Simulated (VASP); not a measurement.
# SnSe2 (P-1) in VASP: single point with PBE

Aim: the single point of SnSe2 with PBE.

Everything below comes from runs of VASP 6.6.1. Logs are shortened: lines on timing, memory, paths and dates and some standing lists are left out, and cuts for length are marked.

### 1 The cell of the first run

The typed cell holds 3 atoms: a = 3.825 Å, b = 3.858 Å, c = 6.227 Å, α = 90.00°, β = 90.00°, γ = 120.86°.

### 2 Single point, PBE (shear xy strain -2.0%)

File INCAR:

```
SYSTEM = SnSe2
  PREC = Accurate
  ENCUT = 520
  EDIFF = 1E-6
  ISMEAR = -1
  SIGMA = 0.02
  LREAL = .False.
  LASPH = .True.
  NELM = 80
  ALGO = Normal
  ISIF = 2
  LWAVE = .False.
  LCHARG = .True.
  GGA = PE
  LELF = .True.
  LVHAR = .True.
  NBANDS = 20
```

File KPOINTS:

```
Automatic mesh
0
Gamma
  12 12 4
  0 0 0
```

File POSCAR:

```
SnSe2
1.0
    3.8251493202     -0.0382514932      0.0000000000
   -1.9457014249      3.3318022312      0.0000000000
    0.0000000000      0.0000000000      6.2270791596
Sn Se
1 2
Direct
    0.0000000000      0.0000000000      0.0000000000
    0.3325354253      0.6666122271      0.2531058817
    0.6674645747      0.3333877729      0.7468941183
```

Potentials or basis: VASP PAW PBE potentials, release 64 (Sn_d, Se).

The run is started by

```bash
$ cat potpaw_PBE.64/Sn_d/POTCAR potpaw_PBE.64/Se/POTCAR > POTCAR
$ mpirun -np 1 vasp_std > vasp.out
```

OUTCAR:

```text
SYSTEM = SnSe2
   PREC = Accurate
   ENCUT = 520
   EDIFF = 1E-6
   ISMEAR = -1
   LREAL = .False.
   LASPH = .True.
   NELM = 80
   ISIF = 2
   GGA = PE

 ion  position               nearest neighbor table
   1  0.000  0.000  0.000-   3 2.70   2 2.70   3 2.71   2 2.71   2 2.73   3 2.73
   2  0.333  0.667  0.253-   1 2.70   1 2.71   1 2.73
   3  0.667  0.333  0.747-   1 2.70   1 2.71   1 2.73

  LATTYP: Found a simple monoclinic cell.
 ALAT       =     3.7920707872
 B/A-ratio  =     1.6421315711
 C/A-ratio  =     1.0087735139
 COS(beta)  =    -0.4869160342

  Lattice vectors:

 A1 = (   1.8794478953,   3.2935507380,   0.0000000000)
 A2 = (   0.0000000000,   0.0000000000,  -6.2270791596)
 A3 = (  -3.8251493202,   0.0382514932,   0.0000000000)

Analysis of symmetry for initial positions (statically):
=====================================================================
 Subroutine PRICEL returns:
 Original cell was already a primitive cell.

 Routine SETGRP: Setting up the symmetry group for a
 simple monoclinic supercell.

 Subroutine GETGRP returns: Found  2 space group operations
 (whereof  2 operations were pure point group operations)
 out of a pool of  4 trial point group operations.

The static configuration has the point symmetry S_2 .

Analysis of symmetry for dynamics (positions and initial velocities):
=====================================================================
 Subroutine PRICEL returns:
 Original cell was already a primitive cell.

 Routine SETGRP: Setting up the symmetry group for a
 simple monoclinic supercell.

 Subroutine GETGRP returns: Found  2 space group operations
 (whereof  2 operations were pure point group operations)
 out of a pool of  4 trial point group operations.

The dynamic configuration has the point symmetry S_2 .

 Subroutine INISYM returns: Found  2 space group operations
 (whereof  2 operations are pure point group operations),
 and found     1 'primitive' translations

----------------------------------------------------------------------------------------

                                     Primitive cell

  volume of cell :      78.8984

[... 82 lines left out ...]
   ISTART =      0    job   : 0-new  1-cont  2-samecut
   ICHARG =      2    charge: 1-file 2-atom 10-const
   ISPIN  =      1    spin polarized calculation?
   LNONCOLLINEAR =      F non collinear calculations
   LSORBIT =      F    spin-orbit coupling
   LASPH  =      T    aspherical Exc in radial PAW
   ENCUT  =  520.0 eV  38.22 Ry    6.18 a.u.   7.11  7.17 11.58*2*pi/ulx,y,z
   NELM   =     80;   NELMIN=  2; NELMDL= -5     # of ELM steps
   EDIFF  = 0.1E-05   stopping-criterion for ELM
   LREAL  =      F    real-space projection
   EDIFFG = 0.1E-04   stopping-criterion for IOM
   NSW    =      0    number of steps for IOM
   IBRION =     -1    ionic relax: 0-MD 1-quasi-New 2-CG
   NFREE  =      0    steps in history (QN), initial steepest desc. (CG)
   ISIF   =      2    stress and relaxation
   ISYM   =      2    0-nonsym 1-usesym 2-fastsym
   POTIM  = 0.5000    time-step for ionic-motion
   TEBEG  =    0.0;   TEEND  =   0.0 temperature during run
   PSTRESS=    0.0 pullay stress
   NELECT =      26.0000    total number of electrons
   NUPDOWN=      -1.0000    fix difference up-down
   EMIN   =  10.00;   EMAX   =-10.00  energy-range for DOS
   EFERMI =   0.00;   METHOD = LEGACY
   ISMEAR =    -1;   SIGMA  =   0.02  broadening in eV -4-tet -1-fermi 0-gaus
   EFERMI_NEDOS =   21; number of points for ismear=-14 and -15
   IALGO  =     38    algorithm
   IMIX   =      4    mixing-type and parameters
     AMIX     =   0.40;   BMIX     =  1.00
     AMIX_MAG =   1.60;   BMIX_MAG =  1.00
  volume/ion in A,a.u.               =      26.30       177.48
  Fermi-wavevector in a.u.,A,eV,Ry     =   1.130776  2.136856 17.397141  1.278654
  Thomas-Fermi vector in A             =   2.267473
   LORBIT       =      0    0 simple, 1 ext, 2 COOP (PROOUT), +10 PAW based schemes
   GGA     = PE    functional components
   LHFCALC =     F    Hartree Fock is set to
   AEXX    =    0.0000 exact exchange contribution
   IVDW    =     0    specifies the selected vdW correction
   LEPSILON=     F    determine dielectric tensor
   LRPA    =     F    only Hartree local field effects (RPA)
 non-spin polarized calculation
  energy-cutoff  :      520.00
  volume of cell :       78.90
 maximum number of plane-waves:      2148
   NGX = 15   NGY = 15   NGZ = 23

 number of electron      25.9999992 magnetization

 Free energy of the ion-electron system (eV)
  ---------------------------------------------------
  ext. energy  EPLUGINS =         0.00000000
  ---------------------------------------------------
  free energy    TOTEN  =       -11.82046815 eV

  energy without entropy =      -11.82046815  energy(sigma->0) =      -11.82046815

 E-fermi :   4.2911     XC(G=0):  -9.3758

 val. band max:        3.9689155487   @ k =  -0.0833   0.1667   0.0000
 cond. band min:       4.6085067933   @ k =   0.5000  -0.0000   0.2500
 fundamental gap:      0.6395912446
 Fermi energy:         4.2910636080

 k-point     1 :       0.0000    0.0000    0.0000
  band No.  band energies     occupation
      1     -17.2898      2.00000
      2     -17.2825      2.00000
      3     -17.2490      2.00000
      4     -17.2400      2.00000
      5     -17.2349      2.00000
      6      -9.8321      2.00000
[... 541 lines left out ...]
     19      12.5081      0.00000
     20      13.9616      0.00000

 [... further k-points ...]

------------------------ aborting loop because EDIFF is reached ----------------------------------------

  FORCE on cell =-STRESS in cart. coord.  units (eV):
  Direction    XX          YY          ZZ          XY          YZ          ZX
  --------------------------------------------------------------------------------------
  -------------------------------------------------------------------------------------
  Total        1.4304266      1.4500312      1.5155967      0.3713441      0.0002751     -0.0348829
  in kB       29.0474339     29.4455414     30.7769707      7.5408229      0.0055869     -0.7083616
  external PRESSURE =      29.7566486 kB  Pullay stress =       0.0000000 kB

 VOLUME and BASIS-vectors are now :
 -----------------------------------------------------------------------------
  energy-cutoff  :      520.00
  volume of cell :       78.90
      direct lattice vectors                 reciprocal lattice vectors
     3.825149320 -0.038251493  0.000000000     0.262963353  0.153564988  0.000000000
    -1.945701425  3.331802231  0.000000000     0.003019009  0.301900899  0.000000000
     0.000000000  0.000000000  6.227079160     0.000000000  0.000000000  0.160588933

 POSITION                                       TOTAL-FORCE (eV/Angst)
 -----------------------------------------------------------------------------------
      0.00000      0.00000      0.00000         0.000000      0.000000      0.000000
     -0.02503      2.20830      1.57611        -0.009557     -0.000002      0.273934
      1.90448      1.08525      4.65097         0.009557      0.000002     -0.273934
 -----------------------------------------------------------------------------------
    total drift:                                0.000000      0.000000      0.000000

  FREE ENERGIE OF THE ION-ELECTRON SYSTEM (eV)
  ---------------------------------------------------
  free  energy   TOTEN  =       -11.8204681522 eV

  energy  without entropy=      -11.8204681510  energy(sigma->0) =      -11.82046815
```

stdout:

```text
POSCAR found type information on POSCAR SnSe
 POSCAR found :  2 types and       3 ions
 scaLAPACK will be used
 LDA part: xc-table for (Slater+PW92), standard interpolation
 POSCAR, INCAR and KPOINTS ok, starting setup
 FFT: planning ... GRIDC
 FFT: planning ... GRID_SOFT
 FFT: planning ... GRID
 WAVECAR not read
 entering main loop
```

Wall time 9.1 min (1 thread of AMD EPYC 7R13, shared host); peak memory 0.5 GiB.

Results:

| Property | Result |
| --- | --- |
| Free energy | -11.8205 eV |
| Pressure | 3.0 GPa |
| Largest force | 0.274 eV/Å |
| Band gap on the k mesh | 0.64 eV (least direct gap 1.12 eV) |

Forces on the atoms (eV/Å):
```
Sn   0.000  0.000  0.000
Se  -0.010  0.000  0.274
Se   0.010  0.000 -0.274
```

Stress tensor (GPa, compression positive):
```
 2.90  0.75 -0.07
 0.75  2.94  0.00
-0.07  0.00  3.08
```

Levels at points of the mesh, in eV from the valence-band top:
| k point | band 9 | band 10 | band 11 | band 12 | band 13 | band 14 | band 15 | band 16 | band 17 | band 18 |
| --- | --- | --- | --- | --- | --- | --- | --- | --- | --- | --- |
| (0.00, 0.00, 0.00) | -0.65 | -0.55 | -0.38 | -0.28 | -0.14 | 0.98 | 3.02 | 4.54 | 4.72 | 8.01 |
| (0.50, 0.00, 0.00) | -4.35 | -2.87 | -2.60 | -1.27 | -0.37 | 1.02 | 3.61 | 5.19 | 5.32 | 6.87 |
| (0.00, 0.50, 0.00) | -4.35 | -2.92 | -2.49 | -1.28 | -0.30 | 1.12 | 3.72 | 5.29 | 5.35 | 6.85 |
| (0.50, 0.50, 0.00) | -4.35 | -2.96 | -2.39 | -1.29 | -0.22 | 1.23 | 3.84 | 5.37 | 5.40 | 6.82 |
| (0.00, 0.00, 0.50) | -2.12 | -0.74 | -0.64 | -0.22 | -0.12 | 2.41 | 2.94 | 4.28 | 4.46 | 7.90 |
| (0.50, 0.00, 0.50) | -4.80 | -2.43 | -2.00 | -0.88 | -0.77 | 0.66 | 4.08 | 4.67 | 5.78 | 6.02 |
| (0.00, 0.50, 0.50) | -4.80 | -2.33 | -2.01 | -0.86 | -0.69 | 0.71 | 4.14 | 4.70 | 5.77 | 6.10 |
| (0.50, 0.50, 0.50) | -4.79 | -2.22 | -2.03 | -0.84 | -0.61 | 0.75 | 4.18 | 4.74 | 5.76 | 6.19 |

Caveat: the cell differs from its parent crystal (shear xy strain -2.0%); spin-orbit coupling is left out, which moves the levels of the heavy elements. A k mesh can miss the band edges.
